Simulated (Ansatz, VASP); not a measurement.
**Al3Cl: VASP beside Ansatz**

The input INCAR:

```
SYSTEM = Al3Cl
PREC = Accurate
ENCUT = 600
EDIFF = 1E-6
ISMEAR = 0
SIGMA = 0.1
LREAL = .False.
LASPH = .True.
NELM = 60
ALGO = Normal
ISIF = 3
LWAVE = .False.
LCHARG = .False.
GGA = PE
IBRION = 2
NSW = 90
EDIFFG = -0.04
```

File KPOINTS:

```
Automatic mesh
0
Gamma
  6 6 6
  0 0 0
```

The input POSCAR:

```
Al3Cl
1.0
    5.7225934560      0.0000000000      0.0000000000
   -2.8612967280      4.9559113085      0.0000000000
    0.0000000000      0.0000000000      2.9258609191
Al Cl
3 1
Direct
    0.5000000000      0.0000000000      0.0000000000
    0.0000000000      0.5000000000      0.0000000000
    0.5000000000      0.5000000000      0.0000000000
    0.0000000000      0.0000000000      0.5000000000
```

Input for Ansatz:

```yaml
crystal:
  lattice:
    - [5.722593456, 0.0, 0.0]
    - [-2.861296728, 4.9559113085, 0.0]
    - [0.0, 0.0, 2.9258609191]
  atoms:
    - { symbol: Al, position: [0.5, 0.0, 0.0] }
    - { symbol: Al, position: [0.0, 0.5, 0.0] }
    - { symbol: Al, position: [0.5, 0.5, 0.0] }
    - { symbol: Cl, position: [0.0, 0.0, 0.5] }
basis:
  ecutwfc: 420
kpoints:
  mp_grid: { grid: [6, 6, 6] }
hamiltonian:
  xc: pbe
scf:
  occupations: { method: gaussian, width: 0.1 }
  lower_state_search: "off"
output:
  forces: true
  stress: true
  eigenvalues: true
relax:
  adjacent_minimum: "off"
  f_tol: 0.04
  max_steps: 70
  cell: { stress_tol: 0.4 }
```

Alike in both runs: task relaxation of cell and atoms; functional PBE; k mesh 6 × 6 × 6; occupations gaussian, width 0.1 eV; no spin polarisation.

|  | VASP | Ansatz |
| --- | --- | --- |
| version | VASP 6.6.1 | Ansatz 0.2.0 |
| potentials or method | VASP PAW PBE potentials, release 64 (Al, Cl), cutoff 600 eV | scalar-relativistic, plane waves, PAW |
| valence electrons in the cell | 16 | 16 |

VASP gave:

| Quantity | Value |
| --- | --- |
| gap on the k mesh at the Fermi level, each at its own relaxed structure (eV) | none |
| relaxed volume (Å³/atom) | 21.02 |
| relaxed cell length with the largest relative difference (Å) | 2.980 |

Estimate Ansatz's values.

gap on the k mesh at the Fermi level, each at its own relaxed structure (eV): none; relaxed volume (Å³/atom): 21.00; relaxed cell length with the largest relative difference (Å): 2.982.

A gap of «none» marks a metal or a gap that the smearing closes.
